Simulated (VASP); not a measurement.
Wanted: the native input for a VASP 6.6.1 run.

```
Task                   : single point
Functional             : r2SCAN
Potentials or basis    : VASP PAW PBE potentials, release 64 (Rh_pv)
Cutoff                 : 520 eV
k mesh                 : 13 × 13 × 18
Occupations            : gaussian, width 0.1 eV
Spin                   : no spin polarisation
Dipole correction      : no
Further INCAR settings : ALGO = Normal; EDIFF = 1e-06; NBANDS = 14; ISYM = 0
```

Crystal: Rh.

```
CELL_PARAMETERS angstrom
2.68694 0.00000 0.00000
0.00000 2.68694 0.00000
1.34347 1.34347 1.89995
ATOMIC_POSITIONS crystal
Rh 0.00000 0.00000 0.00000
```

These files were run (other wordings do the same):

POSCAR

```
Rh
1.0
    2.6869385152      0.0000000000      0.0000000000
    0.0000000000      2.6869385152      0.0000000000
    1.3434692576      1.3434692576      1.8999524447
Rh
1
Direct
    0.0000000000      0.0000000000      0.0000000000
```

INCAR.step1

```
SYSTEM = Rh
PREC = Accurate
ENCUT = 520
ISMEAR = 0
SIGMA = 0.1
LREAL = .False.
LASPH = .True.
NELM = 60
NBANDS = 14
ISYM = 0
GGA = PE
ALGO = Normal
EDIFF = 1E-4
LWAVE = .True.
LCHARG = .False.
```

INCAR.step2

```
SYSTEM = Rh
PREC = Accurate
ENCUT = 520
EDIFF = 1E-6
ISMEAR = 0
SIGMA = 0.1
LREAL = .False.
LASPH = .True.
NELM = 60
ALGO = Normal
ISIF = 2
LWAVE = .False.
LCHARG = .False.
METAGGA = R2SCAN
LMIXTAU = .True.
NBANDS = 14
ISYM = 0
ISTART = 1
```

KPOINTS

```
Automatic mesh
0
Gamma
  13 13 18
  0 0 0
```

Potentials or basis: VASP PAW PBE potentials, release 64 (Rh_pv).

Launch:

```console
$ cat potpaw_PBE.64/Rh_pv/POTCAR > POTCAR
$ cp INCAR.step1 INCAR
$ mpirun -np 1 vasp_std > vasp.out
$ cp INCAR.step2 INCAR
$ mpirun -np 1 vasp_std > vasp.out
```

It gave:

```
Pressure               : 1.2 GPa
Band gap on the k mesh : zero (an odd number of electrons rules out a gap without spin polarisation)
```

Caveat: the PAW data sets were made with another functional, which shifts forces and pressure a little.

Wall time 26 min on 1 thread of Oxide Virtual Turin-like Processor, on a shared host, peak memory 0.32 GiB.
